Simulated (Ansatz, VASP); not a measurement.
Zn in VASP and in Ansatz

```
CELL_PARAMETERS angstrom
-1.56904 1.56904 1.56904
1.56904 -1.56904 1.56904
1.56904 1.56904 -1.56904
ATOMIC_POSITIONS crystal
Zn 0.00000 0.00000 0.00000
```

Alike in both runs: functional RPBE; dispersion D4; k mesh 12 × 12 × 12; occupations tetrahedron; no spin polarisation.

```csv
,VASP,Ansatz
version,VASP 6.6.1,Ansatz 0.2.0
potentials or method,"VASP PAW PBE potentials, release 64 (Zn)",Ansatz PAW
plane-wave cutoff (eV),520,420
valence electrons in the cell,12,12
task,single point,density of states
```

|  | VASP | Ansatz | Ansatz less VASP |
| --- | --- | --- | --- |
| gap on the k mesh at the Fermi level (eV) | none | none | - |
| pressure (GPa) | -4.5 | -4.7 | -0.12 |

VASP's potentials were made for PBE, not for RPBE. A gap of «none» marks a metal or a gap that the smearing closes.
